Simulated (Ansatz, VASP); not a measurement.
Bi2Te2O3 in VASP and in Ansatz

```
Bi Te O
1.0
     4.82856    0.00000    0.00000
    -2.41428    4.18166    0.00000
     0.00000    0.00000    7.76864
Bi Te O
2 2 3
Direct
  0.00000 0.00000 0.32510
  0.00000 0.00000 0.67490
  0.33333 0.66667 0.00000
  0.66667 0.33333 0.00000
  0.50000 0.00000 0.50000
  0.00000 0.50000 0.50000
  0.50000 0.50000 0.50000
```

Alike in both runs: functional PBE; k mesh 3 × 3 × 2; occupations gaussian, width 0.15 eV; no spin polarisation.

Ansatz relaxed the structure, and its values are those at the end. VASP's run is a single point on that final structure, the one shown.

|  | VASP | Ansatz |
| --- | --- | --- |
| version | VASP 6.6.1 | Ansatz 0.2.0 |
| potentials or method | VASP PAW PBE potentials, release 64 (Bi_d, Te, O), cutoff 520 eV | scalar-relativistic, plane waves, PAW |
| valence electrons in the cell | 60 | 80 |

|  | VASP | Ansatz | Ansatz less VASP |
| --- | --- | --- | --- |
| gap on the k mesh at the Fermi level (eV) | none | none | - |
| pressure (GPa) | 0.1 | 0.1 | -0.02 |
| rms of the force components (eV/Å) | 0.006 | 0.007 | +0.0005 |

A gap of «none» marks a metal or a gap that the smearing closes. VASP's potentials hold 60 valence electrons a cell and Ansatz's 80, so a difference there can come from the potentials and not from the codes.

The k mesh is coarse, so the values compare programs but aren't converged. Neither program's run includes spin-orbit coupling.
